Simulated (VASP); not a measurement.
# Sb (I4/mmm) in VASP: a series of runs, part 2 of 2

VASP 6.6.1. Earlier steps stand in the parts before.

## Step 3: Electric field gradients, r2SCAN (z stretched by +1 % at fixed volume)

Input file POSCAR:

```
Sb
1.0
   -1.8620537774      1.8620537774      1.8900542952
    1.8620537774     -1.8620537774      1.8900542952
    1.8620537774      1.8620537774     -1.8900542952
Sb
1
Direct
    0.0000000000      0.0000000000      0.0000000000
```

Input file INCAR.step1:

```
SYSTEM = Sb
PREC     = Accurate       ! precision mode
ENCUT    = 520            ! plane-wave cutoff, eV
ISMEAR   = -1             ! smearing method
SIGMA    = 0.08           ! smearing width, eV
LREAL    = .FALSE.        ! projectors in reciprocal space
LASPH    = .TRUE.         ! aspherical terms in the spheres
NELM     = 60             ! most SCF steps
NBANDS   = 8              ! bands
GGA      = PE             ! functional
ALGO     = Normal         ! electronic algorithm
EDIFF    = 1E-4           ! SCF threshold, eV
LWAVE    = .TRUE.         ! write WAVECAR
LCHARG   = .FALSE.        ! write CHGCAR
```

Input file INCAR.step2:

```
SYSTEM = Sb
PREC     = Accurate       ! precision mode
ENCUT    = 520            ! plane-wave cutoff, eV
EDIFF    = 1E-8           ! SCF threshold, eV
ISMEAR   = -1             ! smearing method
SIGMA    = 0.08           ! smearing width, eV
LREAL    = .FALSE.        ! projectors in reciprocal space
LASPH    = .TRUE.         ! aspherical terms in the spheres
NELM     = 60             ! most SCF steps
ALGO     = Normal         ! electronic algorithm
ISIF     = 2              ! what is computed and relaxed
LWAVE    = .FALSE.        ! write WAVECAR
LCHARG   = .FALSE.        ! write CHGCAR
METAGGA  = R2SCAN         ! meta-GGA
LMIXTAU  = .TRUE.       
LEFG     = .TRUE.       
NBANDS   = 8              ! bands
ISTART   = 1
```

Input file KPOINTS:

```
Automatic mesh
0
G
  12 12 12
  0 0 0
```

Potentials or basis: VASP PAW PBE potentials, release 64 (Sb).

Launch:

```bash
> cat potpaw_PBE.64/Sb/POTCAR > POTCAR
> cp INCAR.step1 INCAR
> mpirun -np 1 vasp_std > vasp.out
> cp INCAR.step2 INCAR
> mpirun -np 1 vasp_std > vasp.out
```

OUTCAR:

```text
SYSTEM = Sb
   PREC = Accurate
   ENCUT = 520
   EDIFF = 1E-8
   ISMEAR = -1
   LREAL = .FALSE.
   LASPH = .TRUE.
   NELM = 60
   ISIF = 2
   METAGGA = R2SCAN
   ISTART = 1

 ion  position               nearest neighbor table
   1  0.000  0.000  0.000-

  LATTYP: Found a body centered tetragonal cell.
 ALAT       =     3.7241075548
 C/A-ratio  =     1.0150374378

  Lattice vectors:

 A1 = (  -1.8620537774,   1.8620537774,   1.8900542952)
 A2 = (   1.8620537774,  -1.8620537774,   1.8900542952)
 A3 = (   1.8620537774,   1.8620537774,  -1.8900542952)

Analysis of symmetry for initial positions (statically):
=====================================================================
 Subroutine PRICEL returns:
 Original cell was already a primitive cell.

 Routine SETGRP: Setting up the symmetry group for a
 body centered tetragonal supercell.

 Subroutine GETGRP returns: Found 16 space group operations
 (whereof 16 operations were pure point group operations)
 out of a pool of 16 trial point group operations.

The static configuration has the point symmetry D_4h.

Analysis of symmetry for dynamics (positions and initial velocities):
=====================================================================
 Subroutine PRICEL returns:
 Original cell was already a primitive cell.

 Routine SETGRP: Setting up the symmetry group for a
 body centered tetragonal supercell.

 Subroutine GETGRP returns: Found 16 space group operations
 (whereof 16 operations were pure point group operations)
 out of a pool of 16 trial point group operations.

The dynamic configuration has the point symmetry D_4h.

 Subroutine INISYM returns: Found 16 space group operations
 (whereof 16 operations are pure point group operations),
 and found     1 'primitive' translations

----------------------------------------------------------------------------------------

                                     Primitive cell

  volume of cell :      26.2131

  direct lattice vectors                    reciprocal lattice vectors
    -1.862053777  1.862053777  1.890054295     0.000000000  0.268520709  0.264542665
     1.862053777 -1.862053777  1.890054295     0.268520709  0.000000000  0.264542665
     1.862053777  1.862053777 -1.890054295     0.268520709  0.268520709  0.000000000

  length of vectors
     3.241418482  3.241418482  3.241418482     0.376943222  0.376943222  0.379745628

  position of ions in fractional coordinates (direct lattice)
     0.000000000  0.000000000  0.000000000

  ion indices of the primitive-cell ions
   primitive index   ion index
                 1           1

----------------------------------------------------------------------------------------

 KPOINTS: Automatic mesh

Automatic generation of k-mesh.
 Grid dimensions read from file:
 generate k-points for:   12   12   12

 Generating k-lattice:

[... 65 lines left out ...]
   IBRION =     -1    ionic relax: 0-MD 1-quasi-New 2-CG
   NFREE  =      0    steps in history (QN), initial steepest desc. (CG)
   ISIF   =      2    stress and relaxation
   ISYM   =      2    0-nonsym 1-usesym 2-fastsym
   POTIM  = 0.5000    time-step for ionic-motion
   TEBEG  =    0.0;   TEEND  =   0.0 temperature during run
   PSTRESS=    0.0 pullay stress
   NELECT =       5.0000    total number of electrons
   NUPDOWN=      -1.0000    fix difference up-down
   EMIN   =  10.00;   EMAX   =-10.00  energy-range for DOS
   EFERMI =   0.00;   METHOD = LEGACY
   ISMEAR =    -1;   SIGMA  =   0.08  broadening in eV -4-tet -1-fermi 0-gaus
   EFERMI_NEDOS =   21; number of points for ismear=-14 and -15
   IALGO  =     38    algorithm
   IMIX   =      4    mixing-type and parameters
     AMIX     =   0.40;   BMIX     =  1.00
     AMIX_MAG =   1.60;   BMIX_MAG =  1.00
  volume/ion in A,a.u.               =      26.21       176.89
  Fermi-wavevector in a.u.,A,eV,Ry     =   0.942378  1.780837 12.083018  0.888077
  Thomas-Fermi vector in A             =   2.069982
   LORBIT       =      0    0 simple, 1 ext, 2 COOP (PROOUT), +10 PAW based schemes
   METAGGA = R2SCAN    functional components
   LHFCALC =     F    Hartree Fock is set to
   AEXX    =    0.0000 exact exchange contribution
   IVDW    =     0    specifies the selected vdW correction
   LEPSILON=     F    determine dielectric tensor
   LRPA    =     F    only Hartree local field effects (RPA)
 non-spin polarized calculation
  energy-cutoff  :      520.00
  volume of cell :       26.21
 maximum number of plane-waves:       723
   NGX = 13   NGY = 13   NGZ = 13

 number of electron       4.9999999 magnetization

 Free energy of the ion-electron system (eV)
  ---------------------------------------------------
  ext. energy  EPLUGINS =         0.00000000
  ---------------------------------------------------
  free energy    TOTEN  =       -25.35924658 eV

  energy without entropy =      -25.34799114  energy(sigma->0) =      -25.35361886

 E-fermi :   8.7646     XC(G=0): -10.9060

 val. band max:        8.7379631343   @ k =  -0.2500   0.3333   0.2500
 cond. band min:       8.7723457891   @ k =  -0.1667  -0.4167   0.0833
 fundamental gap:      0.0343826549
 Fermi energy:         8.7645719108

 k-point     1 :       0.0000    0.0000    0.0000
  band No.  band energies     occupation
      1      -4.9393      2.00000
      2      14.6990      0.00000
      3      14.7680      0.00000
      4      14.7680      0.00000
      5      19.7246      0.00000
      6      19.7246      0.00000
      7      19.9775      0.00000
      8      21.2830      0.00000
[... 243 lines left out ...]
 k-point    24 :      -0.4167    0.1667    0.0000
  band No.  band energies     occupation
      1      -2.0238      2.00000
      2       6.0367      2.00000
      3       8.9189      0.25377
      4      12.1508      0.00000
      5      17.4244      0.00000
      6      18.8166      0.00000
      7      21.0722      0.00000
      8      23.6090      0.00000

 [... further k-points ...]

------------------------ aborting loop because EDIFF is reached ----------------------------------------

  FORCE on cell =-STRESS in cart. coord.  units (eV):
  Direction    XX          YY          ZZ          XY          YZ          ZX
  --------------------------------------------------------------------------------------
  -------------------------------------------------------------------------------------
  Total        0.3213220      0.3213220      0.2597247      0.0000000      0.0000000      0.0000000
  in kB       19.6395853     19.6395853     15.8746851      0.0000000      0.0000000      0.0000000
  external PRESSURE =      18.3846186 kB  Pullay stress =       0.0000000 kB

 VOLUME and BASIS-vectors are now :
 -----------------------------------------------------------------------------
  energy-cutoff  :      520.00
  volume of cell :       26.21
      direct lattice vectors                 reciprocal lattice vectors
    -1.862053777  1.862053777  1.890054295     0.000000000  0.268520709  0.264542665
     1.862053777 -1.862053777  1.890054295     0.268520709  0.000000000  0.264542665
     1.862053777  1.862053777 -1.890054295     0.268520709  0.268520709  0.000000000

 POSITION                                       TOTAL-FORCE (eV/Angst)
 -----------------------------------------------------------------------------------
      0.00000      0.00000      0.00000         0.000000      0.000000     -0.000000
 -----------------------------------------------------------------------------------
    total drift:                                0.000000     -0.000000     -0.000000

  FREE ENERGIE OF THE ION-ELECTRON SYSTEM (eV)
  ---------------------------------------------------
  free  energy   TOTEN  =       -25.3592465835 eV

  energy  without entropy=      -25.3479911412  energy(sigma->0) =      -25.35361886

 Electric field gradients (V/A^2)
---------------------------------------------------------------------
 ion       V_xx      V_yy      V_zz      V_xy      V_xz      V_yz
---------------------------------------------------------------------
   1       2.699     2.699    -5.398    -0.000    -0.000    -0.000
---------------------------------------------------------------------

 Electric field gradients after diagonalization (V/A^2)
 (convention: |V_zz| > |V_xx| > |V_yy|)
----------------------------------------------------------------------
 ion       V_xx      V_yy      V_zz     asymmetry (V_yy - V_xx)/ V_zz
----------------------------------------------------------------------
   1       2.699     2.699    -5.398       0.000
----------------------------------------------------------------------

           NMR quadrupolar parameters

 Cq : quadrupolar parameter    Cq=e*Q*V_zz/h
 eta: asymmetry parameters     (V_yy - V_xx)/ V_zz
 Q  : nuclear electric quadrupole moment in mb (millibarn)
----------------------------------------------------------------------
 ion       Cq(MHz)       eta       Q (mb)
----------------------------------------------------------------------
   1      -0.013       0.000       1.000
----------------------------------------------------------------------
```

Run time: 94 s. Hardware: 1 thread of Intel Xeon 8259CL, shared host; peak memory 0.17 GiB.

What came out:

```yaml
Free_energy: -25.3592 eV
Pressure: 1.8 GPa
Band_gap_on_the_k_mesh: zero (an odd number of electrons rules out a gap without spin polarisation)
Largest_electric_field_gradient_by_atom: Sb -5.4 V/Å²
```

Electric field gradients, principal values (V/Å²):
| atom | least | middle | greatest (by size) |
| --- | --- | --- | --- |
| 1 Sb | 2.699 | 2.699 | -5.398 |

Caveat: without QUAD_EFG the Cq values of the log hold for a quadrupole moment of 1 mb, not for the nuclei; the PAW data sets were made with another functional, which shifts forces and pressure a little; spin-orbit coupling is left out, which moves the levels of the heavy elements.
